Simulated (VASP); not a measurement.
**KF: single point with PBEsol**

The system is KF.

```
K F
1.0
     0.00000    2.63574    2.63574
     2.63574    0.00000    2.63574
     2.63574    2.63574    0.00000
K F
1 1
Direct
  0.00000 0.00000 0.00000
  0.50000 0.50000 0.50000
```

- Program: VASP 6.6.1
- Task: single point
- Functional: PBEsol
- Potentials or basis: VASP PAW PBE potentials, release 64 (K_sv, F)
- Cutoff: 520 eV
- k mesh: 9 × 9 × 9
- Occupations: fermi-dirac, width 0.05 eV
- Spin: no spin polarisation

- Pressure: 0.8 GPa
- Band gap on the k mesh: 6.24 eV

Levels at points of the mesh, in eV from the valence-band top:
```tsv
k point	band 5	band 6	band 7	band 8	band 9	band 10	band 11	band 12
(0.00, 0.00, 0.00)	-9.13	0.00	0.00	0.00	6.24	10.74	10.74	10.74
```

It took 29 s on 1 thread of Intel Xeon 8259CL, on a shared host, peak memory 0.16 GiB.

Caveat: the PAW data sets were made with another functional, which shifts forces and pressure a little; an odd mesh through Γ misses points on the zone boundary, where band edges can lie.
